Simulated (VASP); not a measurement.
Wanted: the native input for a VASP 6.6.1 run.

* Task: single point
* Functional: PBE
* Potentials or basis: VASP PAW PBE potentials, release 64 (Cd, S)
* Cutoff: 500 eV
* k mesh: 6 × 6 × 4
* Occupations: gaussian, width 0.02 eV
* Spin: no spin polarisation
* Dipole correction: no
* Further INCAR settings: ALGO = Normal; EDIFF = 1e-06; NBANDS = 26

The structure of CdS lies in POSCAR:

```
CdS
1.0
    4.1546907558      0.0000000000      0.0000000000
   -2.0773453779      3.5980677394      0.0000000000
    0.0000000000      0.0000000000      6.7614101629
Cd S
2 2
Direct
    0.3333333333      0.6666666667      0.0002495582
    0.6666666667      0.3333333333      0.5002495582
    0.3333333333      0.6666666667      0.3767504418
    0.6666666667      0.3333333333      0.8767504418
```

This cell differs from its parent crystal: strained cell.

These files were run (other wordings do the same):

INCAR

```
ALGO = Normal
EDIFF = 1E-6
ENCUT = 500
GGA = PE
GGA_COMPAT = F
ISIF = 2
ISMEAR = 0
LASPH = T
LCHARG = T
LELF = T
LREAL = F
LVHAR = T
LWAVE = F
NBANDS = 26
NELM = 120
PREC = Accurate
SIGMA = 0.02
```

KPOINTS

```
k-points
0
Gamma
  6 6 4
```

Potentials or basis: VASP PAW PBE potentials, release 64 (Cd, S).

Run with:

```sh
$ cat potpaw_PBE.64/Cd/POTCAR potpaw_PBE.64/S/POTCAR > POTCAR
$ mpirun -np 1 vasp_std > vasp.out
```

It gave:

```yaml
Pressure: 2.0 GPa
Band_gap_on_the_k_mesh: 1.18 eV
```

Caveat: the cell differs from its parent crystal (strained cell).

Wall time 80 s on 1 thread of Intel Xeon 8259CL, on a shared host, peak memory 0.22 GiB.
